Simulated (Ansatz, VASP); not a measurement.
**SnO in VASP and in Ansatz**

```
CELL_PARAMETERS angstrom
3.86388 0.00000 0.00000
0.00000 3.86388 0.00000
0.00000 0.00000 4.95122
ATOMIC_POSITIONS crystal
Sn 0.50000 0.00000 0.76463
Sn 0.00000 0.50000 0.23537
O 0.00000 0.00000 0.00000
O 0.50000 0.50000 0.00000
```

Alike in both runs: task single point; functional r2SCAN; k mesh 7 × 7 × 6; occupations fermi-dirac, width 0.05 eV; no spin polarisation.

|  | VASP | Ansatz |
| --- | --- | --- |
| version | VASP 6.6.1 | Ansatz 0.2.0 |
| potentials or method | VASP PAW PBE potentials, release 64 (Sn_d, O) | Ansatz PAW |
| plane-wave cutoff (eV) | 520 | 500 |
| valence electrons in the cell | 40 | 40 |

Ansatz gave:

* gap on the k mesh at the Fermi level (eV): 0.66
* least direct gap on the mesh (eV): 2.36
* pressure (GPa): -3.9
* traceless stress, the component that is largest in VASP (GPa): 0.71
* rms of the force components (eV/Å): 0.265

Task: Which values does VASP return?

Result: gap on the k mesh at the Fermi level (eV): 0.66; least direct gap on the mesh (eV): 2.33; pressure (GPa): -3.4; traceless stress, the component that is largest in VASP (GPa): 0.66; rms of the force components (eV/Å): 0.213.

VASP's potentials were made for PBE, not for r2SCAN. Atom by atom the forces differ by 0.052 eV/Å (rms over components). The functional is the same, so the differences come from potentials, cutoffs and numerics.

Noted on Ansatz's run: odd divisions of the mesh miss points on the zone boundary, where band edges often lie, so the gap on the mesh can be too wide.
